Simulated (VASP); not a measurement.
Set up this calculation in VASP 6.6.1, as the native input.

```yaml
Task: single point
Functional: r2SCAN
Dispersion: rVV10
Potentials_or_basis: VASP PAW PBE potentials, release 64 (Zr_sv, S)
Cutoff: 520 eV
k_mesh: 9 × 9 × 9
Occupations: fermi-dirac, width 0.05 eV
Spin: no spin polarisation
Hubbard_terms: Zr d U = 4.5 eV
Dipole_correction: no
Further_INCAR_settings: ALGO = Normal; EDIFF = 1e-06; NBANDS = 16
```

Crystal: ZrS.

```
Zr S
1.0
     0.00000    2.67648    2.67648
     2.67648    0.00000    2.67648
     2.67648    2.67648    0.00000
Zr S
1 1
Direct
  0.00000 0.00000 0.00000
  0.50000 0.50000 0.50000
```

These files were run (other wordings do the same):

POSCAR

```
ZrS
1.0
    0.0000000000      2.6764836589      2.6764836589
    2.6764836589      0.0000000000      2.6764836589
    2.6764836589      2.6764836589      0.0000000000
Zr S
1 1
Direct
    0.0000000000      0.0000000000      0.0000000000
    0.5000000000      0.5000000000      0.5000000000
```

INCAR.step1

```
PREC = Accurate ; ENCUT = 520
ISMEAR = -1 ; SIGMA = 0.05
LREAL = F ; LASPH = T
NELM = 150 ; LMAXMIX = 4
LDAU = T ; LDAUTYPE = 2
LDAUL = 2 -1 ; LDAUU = 4.5 0
LDAUJ = 0 0 ; NBANDS = 16
GGA = PE ; ALGO = Normal
EDIFF = 1E-4 ; LWAVE = T
LCHARG = F
```

INCAR.step2

```
PREC = Accurate ; ENCUT = 520
EDIFF = 1E-6 ; ISMEAR = -1
SIGMA = 0.05 ; LREAL = F
LASPH = T ; NELM = 150
ALGO = Normal ; ISIF = 2
LWAVE = F ; LCHARG = F
LMAXMIX = 4 ; LDAU = T
LDAUTYPE = 2 ; LDAUL = 2 -1
LDAUU = 4.5 0 ; LDAUJ = 0 0
LDAUPRINT = 1 ; METAGGA = R2SCAN
LMIXTAU = T ; LUSE_VDW = T
IVDW_NL = 2 ; BPARAM = 11.95
CPARAM = 0.0093 ; NBANDS = 16
ISTART = 1
```

KPOINTS

```
regular mesh
0
Gamma
  9 9 9
```

Potentials or basis: VASP PAW PBE potentials, release 64 (Zr_sv, S).

Run with:

```console
$ cat potpaw_PBE.64/Zr_sv/POTCAR potpaw_PBE.64/S/POTCAR > POTCAR
$ cp INCAR.step1 INCAR
$ mpirun -np 1 vasp_std > vasp.out
$ cp INCAR.step2 INCAR
$ mpirun -np 1 vasp_std > vasp.out
```

Results of the run:

* Pressure: -4.1 GPa
* Band gap on the k mesh: zero (bands 9 and 10 overlap by 2.18 eV)

Caveat: the cell stands under tension; the PAW data sets were made with another functional, which shifts forces and pressure a little; U without spin polarisation on a metal has little footing.

Run time: 2.8 min on 1 thread of Intel Xeon 8259CL, with other jobs on the host, peak memory 0.27 GiB.
